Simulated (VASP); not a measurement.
Runs of VASP 6.6.1 on Hf2C. The structure is that of space group P4/mmm (No. 123), or close to it. The cells are those of the table. 

| task | cell | k mesh | cutoff (eV) | gap on the mesh (eV) | pressure (GPa) | largest force (eV/Å) |
| --- | --- | --- | --- | --- | --- | --- |
| single point | a = 2.921, b = 2.921, c = 7.350 Å, 3 atoms | 16 × 16 × 6 | 520 | none | -0.1 | - |
| single point | a = 3.034, b = 3.034, c = 5.962 Å, 3 atoms | 6 × 6 × 4 | 520 | none | (a) | 5.63 |
| single point | a = 2.938, b = 2.938, c = 7.322 Å, 3 atoms | 6 × 6 × 4 | 520 | none | -0.1 | 0.01 |
| relaxation of cell and atoms | relaxed from a = 3.034, b = 3.034, c = 5.962 Å, 3 atoms | 6 × 6 × 4 | 600 | none | 0.0 | 0.01 |

Alike in all rows: level PBE; potentials or basis VASP PAW PBE potentials, release 64 (Hf_pv, C); no spin polarisation; smearing gaussian 0.1 eV.

Problem. Estimate the missing entries.

Solution. (a) 35.9.

Caveats: spin-orbit coupling is left out, which moves the levels of the heavy elements; forces of over 1 eV/Å act on the atoms, so gaps and moduli don't describe the material at rest (some runs).

A k mesh can miss the band edges, and the runs leave out spin-orbit coupling on Hf.

A gap of «none» marks levels without a gap at the run's occupations.
